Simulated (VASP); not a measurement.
# CdTe (F-43m) in VASP: G0W0 quasiparticle levels with PBE

Aim: the G0W0 quasiparticle levels of CdTe with PBE.

Everything below comes from runs of VASP 6.6.1. Logs are shortened: lines on timing, memory, paths and dates and some standing lists are left out, and cuts for length are marked.

## Step 1: The cell of the first run

Symmetry: F-43m, No. 216, cubic system. The conventional cell has a = 6.560 Å, b = 6.560 Å, c = 6.560 Å, α = 90.00°, β = 90.00°, γ = 90.00°. Within 3.7 Å of Cd (site symmetry -43m) lie 4 Te at 2.84 Å. Within 3.7 Å of Te (site symmetry -43m) lie 4 Cd at 2.84 Å.

## Step 2: G0W0 quasiparticle levels, PBE

The input, POSCAR:

```
CdTe
1.0
    0.0000000000      3.2799400819      3.2799400819
    3.2799400819      0.0000000000      3.2799400819
    3.2799400819      3.2799400819      0.0000000000
Cd Te
1 1
Direct
    0.0000000000      0.0000000000      0.0000000000
    0.2500000000      0.2500000000      0.2500000000
```

The input, INCAR.step1:

```
PREC = Accurate
ENCUT = 500
EDIFF = 1E-8
ISMEAR = 0
SIGMA = 0.01
LREAL = False
LASPH = True
NELM = 80
ALGO = Normal
LWAVE = True
LCHARG = False
GGA = PE
```

The input, INCAR.step2:

```
PREC = Accurate
ENCUT = 500
EDIFF = 1E-8
ISMEAR = 0
SIGMA = 0.01
LREAL = False
LASPH = True
NELM = 1
ALGO = Exact
LWAVE = True
LCHARG = False
GGA = PE
NBANDS = 219
LOPTICS = True
ISTART = 1
```

The input, INCAR.step3:

```
PREC = Accurate
ENCUT = 500
EDIFF = 1E-8
ISMEAR = 0
SIGMA = 0.01
LREAL = False
LASPH = True
ALGO = EVGW0
LWAVE = False
LCHARG = False
GGA = PE
NELMGW = 1
NBANDS = 219
ENCUTGW = 120.0
NOMEGA = 96
PRECFOCK = Fast
ISTART = 1
NBANDSGW = 17
OMEGAMAX = 20
```

The input, KPOINTS:

```
Automatic mesh
0
Gamma
  4 4 4
```

Potentials or basis: VASP PAW PBE potentials, release 64 (Cd_GW, Te_GW).

Launch:

```bash
$ cat potpaw_PBE.64/Cd_GW/POTCAR potpaw_PBE.64/Te_GW/POTCAR > POTCAR
$ cp INCAR.step1 INCAR
$ mpirun -np 1 vasp_std > vasp.out
$ cp INCAR.step2 INCAR
$ mpirun -np 1 vasp_std > vasp.out
$ cp INCAR.step3 INCAR
$ mpirun -np 1 vasp_std > vasp.out
```

OUTCAR:

```text
PREC = Accurate
   ENCUT = 500
   EDIFF = 1E-8
   ISMEAR = 0
   LREAL = False
   LASPH = True
   GGA = PE
   NELMGW = 1
   ENCUTGW = 120.0
   PRECFOCK = Fast
   ISTART = 1

 ion  position               nearest neighbor table
   1  0.000  0.000  0.000-   2 2.84   2 2.84   2 2.84   2 2.84
   2  0.250  0.250  0.250-   1 2.84   1 2.84   1 2.84   1 2.84

  LATTYP: Found a face centered cubic cell.
 ALAT       =     6.5598801638

  Lattice vectors:

 A1 = (   0.0000000000,   3.2799400819,   3.2799400819)
 A2 = (   3.2799400819,   0.0000000000,   3.2799400819)
 A3 = (   3.2799400819,   3.2799400819,   0.0000000000)

Analysis of symmetry for initial positions (statically):
=====================================================================
 Subroutine PRICEL returns:
 Original cell was already a primitive cell.

 Routine SETGRP: Setting up the symmetry group for a
 face centered cubic supercell.

 Subroutine GETGRP returns: Found 24 space group operations
 (whereof 24 operations were pure point group operations)
 out of a pool of 48 trial point group operations.

The static configuration has the point symmetry T_d .

Analysis of symmetry for dynamics (positions and initial velocities):
=====================================================================
 Subroutine PRICEL returns:
 Original cell was already a primitive cell.

 Routine SETGRP: Setting up the symmetry group for a
 face centered cubic supercell.

 Subroutine GETGRP returns: Found 24 space group operations
 (whereof 24 operations were pure point group operations)
 out of a pool of 48 trial point group operations.

The dynamic configuration has the point symmetry T_d .

 Subroutine INISYM returns: Found 24 space group operations
 (whereof 24 operations are pure point group operations),
 and found     1 'primitive' translations

----------------------------------------------------------------------------------------

                                     Primitive cell

  volume of cell :      70.5712

  direct lattice vectors                    reciprocal lattice vectors
     0.000000000  3.279940082  3.279940082    -0.152441809  0.152441809  0.152441809
     3.279940082  0.000000000  3.279940082     0.152441809 -0.152441809  0.152441809
     3.279940082  3.279940082  0.000000000     0.152441809  0.152441809 -0.152441809

  length of vectors
     4.638535748  4.638535748  4.638535748     0.264036959  0.264036959  0.264036959

  position of ions in fractional coordinates (direct lattice)
     0.000000000  0.000000000  0.000000000
     0.250000000  0.250000000  0.250000000

  ion indices of the primitive-cell ions
   primitive index   ion index
                 1           1
                 2           2

----------------------------------------------------------------------------------------

 KPOINTS: Automatic mesh

Automatic generation of k-mesh.
 Grid dimensions read from file:
 generate k-points for:    4    4    4

 Generating k-lattice:

  Cartesian coordinates                     Fractional coordinates (reciprocal lattice)
    -0.038110452  0.038110452  0.038110452     0.250000000  0.000000000  0.000000000
     0.038110452 -0.038110452  0.038110452     0.000000000  0.250000000  0.000000000
     0.038110452  0.038110452 -0.038110452     0.000000000  0.000000000  0.250000000

  Length of vectors
     0.066009240  0.066009240  0.066009240

  Shift w.r.t. Gamma in fractional coordinates (k-lattice)
     0.000000000  0.000000000  0.000000000

 Subroutine IBZKPT returns following result:
 ===========================================

 Found      8 irreducible k-points:

 Following reciprocal coordinates:
            Coordinates               Weight
  0.000000  0.000000  0.000000      1.000000
  0.250000  0.000000  0.000000      8.000000
  0.500000  0.000000  0.000000      4.000000
  0.250000  0.250000  0.000000      6.000000
  0.500000  0.250000  0.000000     24.000000
 -0.250000  0.250000  0.000000     12.000000
  0.500000  0.500000  0.000000      3.000000
 -0.250000  0.500000  0.250000      6.000000
   k-points           NKPTS =      8   k-points in BZ     NKDIM =     64   number of bands    NBANDS=    219
   number of dos      NEDOS =    301   number of ions     NIONS =      2
   total plane-waves  NPLWV =  46656
   dimension x,y,z NGX =    36 NGY =   36 NGZ =   36
   dimension x,y,z NGXF=    72 NGYF=   72 NGZF=   72
   ions per type =               1   1
   NGX,Y,Z   is equivalent  to a cutoff of  12.90, 12.90, 12.90 a.u.
   NGXF,Y,Z  is equivalent  to a cutoff of  25.80, 25.80, 25.80 a.u.
 SYSTEM =  unknown system
   PREC   = accura    normal or accurate (medium, high low for compatibility)
   ISTART =      1    job   : 0-new  1-cont  2-samecut
   ICHARG =      0    charge: 1-file 2-atom 10-const
   ISPIN  =      1    spin polarized calculation?
   LNONCOLLINEAR =      F non collinear calculations
   LSORBIT =      F    spin-orbit coupling
   LASPH  =      T    aspherical Exc in radial PAW
   ENCUT  =  500.0 eV  36.75 Ry    6.06 a.u.   8.46  8.46  8.46*2*pi/ulx,y,z
   NELM   =     60;   NELMIN=  2; NELMDL=  0     # of ELM steps
   EDIFF  = 0.1E-07   stopping-criterion for ELM
   LREAL  =      F    real-space projection
   EDIFFG = 0.1E-06   stopping-criterion for IOM
   NSW    =      0    number of steps for IOM
   IBRION =     -1    ionic relax: 0-MD 1-quasi-New 2-CG
   NFREE  =      0    steps in history (QN), initial steepest desc. (CG)
   ISIF   =      0    stress and relaxation
   ISYM   =      3    0-nonsym 1-usesym 2-fastsym
   POTIM  = 0.5000    time-step for ionic-motion
   TEBEG  =    0.0;   TEEND  =   0.0 temperature during run
   PSTRESS=    0.0 pullay stress
   NELECT =      18.0000    total number of electrons
   NUPDOWN=      -1.0000    fix difference up-down
   EMIN   =  10.00;   EMAX   =-10.00  energy-range for DOS
   EFERMI =   0.00;   METHOD = LEGACY
   ISMEAR =     0;   SIGMA  =   0.01  broadening in eV -4-tet -1-fermi 0-gaus
   EFERMI_NEDOS =   21; number of points for ismear=-14 and -15
   IALGO  =     38    algorithm
   IMIX   =      4    mixing-type and parameters
     AMIX     =   0.40;   BMIX     =  1.00
     AMIX_MAG =   1.60;   BMIX_MAG =  1.00
  volume/ion in A,a.u.               =      35.29       238.12
  Fermi-wavevector in a.u.,A,eV,Ry     =   1.038221  1.961953 14.665755  1.077903
  Thomas-Fermi vector in A             =   2.172695
   LORBIT       =      0    0 simple, 1 ext, 2 COOP (PROOUT), +10 PAW based schemes
   GGA     = PE    functional components
   LHFCALC =     T    Hartree Fock is set to
   PRECFOCK=fast      Normal, Fast or Accurate (Low or Medium for compatibility)
   ENCUT4O =  -1.0   cutoff for four orbital integrals eV
   NKREDX  =     1    reduce k-point grid by
   NKREDY  =     1    reduce k-point grid by
   NKREDZ  =     1    reduce k-point grid by
   AEXX    =    1.0000 exact exchange contribution
   HFSCREEN=    0.0000 screening length (either q_TF or 0.3 A-1)
   HFSCREENC=   0.0000 screening length for correlation (either q_TF or 0.3 A-1)
   ENCUTFOCK=  -1.0 apply spherical cutoff to Coloumb kernel
   IVDW    =     0    specifies the selected vdW correction
   LEPSILON=     F    determine dielectric tensor
   LRPA    =     F    only Hartree local field effects (RPA)
   LRPAFORCE           =     F    calculate RPA forces
   ENCUTGW             = 120.0    cutoff for response function in eV
   ENCUTGWSOFT         =  96.0    soft cutoff for Coulomb kernel in GW response function in eV
   ENCUTLF             =  -1.0    cutoff for local field effects
   NELMGW              =     1    number of iterations in solving QP/BSE equation
   NELMHF              =     1    number of iterations in the inner HF iteration
   NKREDLFX            =     1    NKREDLFY  =   1   NKREDLFZ  =   1
 non-spin polarized calculation
 Gauss-broadening in eV      SIGMA  =   0.01
  energy-cutoff  :      500.00
  volume of cell :       70.57
 maximum number of plane-waves:      1812
 NGX is ok and might be reduce to    36
  NGX = 20; NGY = 20; NGZ = 20
   NGX = 17   NGY = 17   NGZ = 17
 maximum number of plane-waves:       222
 NGX is ok and might be reduce to    18

 QP shifts <psi_nk| G(iteration)W_0 |psi_nk>: iteration 1
 for sc-GW calculations column KS-energies equals QP-energies in previous step
 and V_xc(KS)=  KS-energies - (<T + V_ion + V_H > + <T+V_H+V_ion>^1  + <V_x>^1)

 k-point   1 :       0.0000    0.0000    0.0000
  band No.  KS-energies  QP-energies   sigma(KS)   V_xc(KS)     V^pw_x(r,r')   Z            occupation Imag(sigma)

      1      -7.9820      -8.3066     -11.4335     -10.8988     -17.1856       0.6071       2.0000       0.8302
      2      -5.2186      -6.8087     -17.6275     -15.2599     -22.9975       0.6716       2.0000       0.1627
      3      -5.2186      -6.8087     -17.6275     -15.2599     -22.9975       0.6716       2.0000       0.1627
      4      -5.2186      -6.8087     -17.6275     -15.2599     -22.9975       0.6716       2.0000       0.1627
      5      -4.9864      -6.6379     -17.9343     -15.4955     -23.2287       0.6772       2.0000       0.1128
      6      -4.9864      -6.6379     -17.9343     -15.4955     -23.2287       0.6772       2.0000       0.1128
[... 9 lines left out ...]
     16      12.3664      12.4022      -8.7204      -8.7697      -3.8706       0.7268       0.0000      -0.2616
     17      13.0342      12.8424      -6.9149      -6.6508      -1.8948       0.7263       0.0000      -0.3170

 k-point   2 :       0.2500    0.0000    0.0000
  band No.  KS-energies  QP-energies   sigma(KS)   V_xc(KS)     V^pw_x(r,r')   Z            occupation Imag(sigma)

      1      -7.7988      -8.1783     -11.8167     -11.2061     -17.4699       0.6215       2.0000       0.8061
      2      -5.1868      -6.7846     -17.6785     -15.3037     -23.0453       0.6728       2.0000       0.1595
      3      -5.1868      -6.7846     -17.6785     -15.3037     -23.0453       0.6728       2.0000       0.1595
      4      -5.0296      -6.5810     -17.3796     -15.0891     -22.6781       0.6773       2.0000       0.1834
      5      -4.9865      -6.6353     -17.9322     -15.4952     -23.2307       0.6766       2.0000       0.1134
      6      -4.9865      -6.6353     -17.9322     -15.4952     -23.2307       0.6766       2.0000       0.1134
[... 9 lines left out ...]
     16      11.4383      11.3730      -8.0217      -7.9324      -3.3351       0.7324       0.0000      -0.2255
     17      13.7353      13.6507      -7.9208      -7.8046      -2.5423       0.7286       0.0000      -0.4159

 k-point   3 :       0.5000    0.0000    0.0000
  band No.  KS-energies  QP-energies   sigma(KS)   V_xc(KS)     V^pw_x(r,r')   Z            occupation Imag(sigma)

      1      -7.6192      -8.0712     -12.3154     -11.6083     -17.8928       0.6393       2.0000       0.7635
      2      -5.1621      -6.7646     -17.7104     -15.3290     -23.0704       0.6729       2.0000       0.1557
      3      -5.1621      -6.7646     -17.7104     -15.3290     -23.0704       0.6729       2.0000       0.1557
      4      -4.9781      -6.6266     -17.9542     -15.5180     -23.2606       0.6766       2.0000       0.1141
      5      -4.9781      -6.6266     -17.9542     -15.5180     -23.2606       0.6766       2.0000       0.1141
      6      -4.6577      -6.1532     -17.3834     -15.1874     -22.5831       0.6810       2.0000       0.1836
[... 9 lines left out ...]
     16      13.2218      13.2477      -8.4900      -8.5254      -3.2099       0.7319       0.0000      -0.3794
     17      14.1632      14.3031      -8.7120      -8.9013      -3.2257       0.7391       0.0000      -0.5276

 k-point   4 :       0.2500    0.2500    0.0000
  band No.  KS-energies  QP-energies   sigma(KS)   V_xc(KS)     V^pw_x(r,r')   Z            occupation Imag(sigma)

      1      -7.7396      -8.1410     -11.9514     -11.3161     -17.5780       0.6320       2.0000       0.8028
      2      -5.1498      -6.7560     -17.7437     -15.3610     -23.1102       0.6741       2.0000       0.1565
      3      -5.1498      -6.7560     -17.7437     -15.3610     -23.1102       0.6741       2.0000       0.1565
      4      -5.0673      -6.6484     -17.4870     -15.1434     -22.7786       0.6747       2.0000       0.1586
      5      -4.9725      -6.6234     -17.9561     -15.5178     -23.2569       0.6770       2.0000       0.1116
      6      -4.9533      -6.5359     -17.5909     -15.2530     -22.8684       0.6770       2.0000       0.1522
[... 37 lines left out ...]
      2      -5.1475      -6.7531     -17.7473     -15.3648     -23.1137       0.6739       2.0000       0.1552
      3      -5.1453      -6.7587     -17.7297     -15.3420     -23.0843       0.6757       2.0000       0.1544
      4      -4.9923      -6.6362     -17.9080     -15.4750     -23.2083       0.6757       2.0000       0.1159
      5      -4.9923      -6.6362     -17.9080     -15.4750     -23.2083       0.6757       2.0000       0.1159
      6      -4.7223      -6.2097     -17.2543     -15.0688     -22.4636       0.6806       2.0000       0.1935
[... 9 lines left out ...]
     16      13.9868      13.8689      -7.6218      -7.4607      -2.3113       0.7318       0.0000      -0.4298
     17      14.3016      14.3219      -8.4245      -8.4524      -3.1236       0.7292       0.0000      -0.4465

 k-point   7 :       0.5000    0.5000    0.0000
  band No.  KS-energies  QP-energies   sigma(KS)   V_xc(KS)     V^pw_x(r,r')   Z            occupation Imag(sigma)

      1      -7.5091      -8.0065     -12.6402     -11.8701     -18.1822       0.6458       2.0000       0.7413
      2      -5.0740      -6.6977     -17.8148     -15.4128     -23.1538       0.6760       2.0000       0.1423
      3      -5.0740      -6.6977     -17.8148     -15.4128     -23.1538       0.6760       2.0000       0.1423
      4      -5.0740      -6.6977     -17.8148     -15.4128     -23.1538       0.6760       2.0000       0.1423
      5      -4.9587      -6.6121     -17.9784     -15.5402     -23.2844       0.6782       2.0000       0.1104
      6      -4.5281      -5.9590     -17.0798     -14.9890     -22.2142       0.6844       2.0000       0.2007
[... 9 lines left out ...]
     16      14.5299      14.5407      -8.7727      -8.7875      -3.5271       0.7330       0.0000      -0.4503
     17      14.5299      14.5407      -8.7727      -8.7875      -3.5271       0.7330       0.0000      -0.4503

 k-point   8 :      -0.2500    0.5000    0.2500
  band No.  KS-energies  QP-energies   sigma(KS)   V_xc(KS)     V^pw_x(r,r')   Z            occupation Imag(sigma)

      1      -7.5106      -8.0042     -12.6333     -11.8709     -18.1879       0.6474       2.0000       0.7404
      2      -5.1099      -6.7363     -17.8288     -15.4262     -23.1890       0.6769       2.0000       0.1478
      3      -5.1027      -6.7155     -17.7596     -15.3723     -23.1072       0.6756       2.0000       0.1498
      4      -5.0121      -6.6560     -17.9022     -15.4702     -23.2114       0.6759       2.0000       0.1208
      5      -4.9850      -6.6286     -17.9122     -15.4812     -23.2138       0.6761       2.0000       0.1150
      6      -4.4572      -5.8851     -17.2242     -15.1335     -22.3629       0.6829       2.0000       0.1955
[... 9 lines left out ...]
     16      14.1404      14.0167      -7.9703      -7.7991      -2.7041       0.7225       0.0000      -0.4460
     17      14.3837      14.5306      -8.7750      -8.9791      -3.3216       0.7202       0.0000      -0.4556
```

Run time: 11 min. Hardware: 1 thread of Intel Xeon Platinum 8259CL at 2.50GHz (Skylake/Cascade Lake), shared host; peak memory 0.9 GiB.

What came out:

| Quantity | Value |
| --- | --- |
| Quasiparticle gap | 1.31 eV |
| Least direct quasiparticle gap | 1.31 eV |
| Band gap of the starting levels on the mesh | 0.65 eV |
| Least direct gap of the starting levels on the mesh | 0.65 eV |

Caveat: the k points lie up to 0.41 Å⁻¹ apart; bands, screening cutoff and mesh are small and nothing is extrapolated, so the quasiparticle values aren't converged; spin-orbit coupling is left out, which moves the levels of the heavy elements.
